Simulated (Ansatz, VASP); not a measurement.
**CoO in VASP and in Ansatz**

INCAR

```
SYSTEM = CoO
PREC = Accurate
ENCUT = 600
EDIFF = 1E-6
ISMEAR = 0
SIGMA = 0.1
LREAL = .FALSE.
LASPH = .TRUE.
NELM = 150
ALGO = Normal
ISIF = 3
LWAVE = .FALSE.
LCHARG = .FALSE.
ISPIN = 2
MAGMOM = 2.73 0.35
LORBIT = 11
LMAXMIX = 4
GGA = PE
IBRION = 2
NSW = 80
EDIFFG = -0.01
```

Contents of KPOINTS:

```
regular mesh
0
G
  8 8 8
  0 0 0
```

The input POSCAR:

```
CoO
1.0
   -1.5080001529      1.5080001529      2.1072499549
    1.5080001529     -1.5080001529      2.1072499549
    1.5080001529      1.5080001529     -2.1072499549
Co O
1 1
Direct
    0.0000000000      0.0000000000      0.0000000000
    0.5000000000      0.5000000000      0.0000000000
```

Input for Ansatz:

```yaml
crystal:
  lattice:
    - [-1.5080001529, 1.5080001529, 2.1072499549]
    - [1.5080001529, -1.5080001529, 2.1072499549]
    - [1.5080001529, 1.5080001529, -2.1072499549]
  atoms:
    - { symbol: Co, position: [0.0, 0.0, 0.0], spin: 2.73 }
    - { symbol: O, position: [0.5, 0.5, 0.0], spin: 0.35 }
basis:
  ecutwfc: 420
kpoints:
  mp_grid: { grid: [8, 8, 8] }
hamiltonian:
  xc: pbe
scf:
  occupations: { method: gaussian, width: 0.1 }
output:
  forces: true
  stress: true
  eigenvalues: true
  populations: true
magnetization:
  spin_polarized: true
relax:
  adjacent_minimum: "off"
  f_tol: 0.01
  max_steps: 60
  cell: { stress_tol: 0.05 }
```

Alike in both runs: task relaxation of cell and atoms; functional PBE; k mesh 8 × 8 × 8; occupations gaussian, width 0.1 eV; collinear spin.

|  | VASP | Ansatz |
| --- | --- | --- |
| version | VASP 6.6.1 | Ansatz 0.2.0 |
| potentials or method | VASP PAW PBE potentials, release 64 (Co, O), cutoff 600 eV | scalar-relativistic, plane waves, PAW |
| valence electrons in the cell | 15 | 23 |

```tsv
	VASP	Ansatz	Ansatz less VASP
gap on the k mesh at the Fermi level, each at its own relaxed structure (eV)	none	none	-
net moment per atom (μB)	1.43	1.44	+0.014
size of the moment on the site where the two differ most (μB)	2.52	2.45	-0.069
relaxed volume (Å³/atom)	9.52	9.56	+0.040
relaxed length of the cell vector where the two differ most in proportion (Å)	2.992	2.996	+0.0041
```

Site moments also hang on the region over which each program counts them. A gap of «none» marks a metal or a gap that the smearing closes. VASP's potentials hold 15 valence electrons a cell and Ansatz's 23, so a difference there can come from the potentials and not from the codes.

The k mesh is coarse, so the values compare programs but aren't converged.
